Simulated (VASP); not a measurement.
Eu: single point with PBE+U

Crystal: Eu.

```
CELL_PARAMETERS angstrom
4.56493 0.00000 0.00000
0.00000 4.56493 0.00000
2.28246 -2.28246 2.28246
ATOMIC_POSITIONS crystal
Eu 0.00000 0.00000 0.00000
```

| Item | Value |
| --- | --- |
| Program | VASP 6.6.1 |
| Task | single point |
| Functional | PBE |
| Potentials or basis | VASP PAW PBE potentials, release 64 (Eu) |
| Cutoff | 520 eV |
| k mesh | 6 × 6 × 12 |
| Occupations | gaussian, width 0.1 eV |
| Spin | collinear spin, ferromagnetic start |
| Starting moments | [7.85] μB |
| Hubbard terms | Eu f U = 6.0 eV |
| Dipole correction | no |
| Further INCAR settings | ALGO = Fast; EDIFF = 1e-06; NBANDS = 18 |

```yaml
Pressure: 0.1 GPa
Net_moment: 7.08 μB per cell
Site_moments: Eu +6.75 μB
Valence_electrons_inside_the_program's_atomic_spheres: Eu 14.85
```

Levels at points of the mesh, in eV from the Fermi level:
Spin up:
```csv
k point,band 9,band 10,band 11,band 12,band 13,band 14,band 15,band 16
"(0.00, 0.00, 0.00)",-1.99,-1.99,-1.99,-1.95,1.92,1.92,1.92,3.46
"(0.50, 0.00, 0.00)",-2.00,-2.00,-1.98,-1.45,0.63,0.66,3.32,4.01
"(0.00, 0.00, 0.50)",-1.97,-1.97,-1.97,-0.75,-0.75,4.47,4.47,4.47
```
Spin down:
```tsv
k point	band 3	band 4	band 5	band 6	band 7	band 8
(0.00, 0.00, 0.00)	-17.54	-17.54	-3.71	2.72	2.72	2.72
(0.50, 0.00, 0.00)	-17.67	-17.54	-1.02	1.02	1.30	4.23
(0.00, 0.00, 0.50)	-17.83	-17.83	-0.29	-0.29	4.69	4.69
```

Eigenvalues of the final occupation matrices:
```csv
site,spin,trace,eigenvalues
site 1 f,1,6.84,0.98 0.98 0.98 0.98 0.98 0.98 0.98
site 1 f,2,0.00,0.00 0.00 0.00 0.00 0.00 0.00 0.00
```

Wall time 5.5 min on 1 thread of Intel(R) Xeon(R) 6975P-C (Granite Rapids), with other jobs on the host, peak memory 0.26 GiB.

Caveat: spin-orbit coupling is left out, which moves the levels of the heavy elements. The state reached can hang on the start; a lower one may exist.
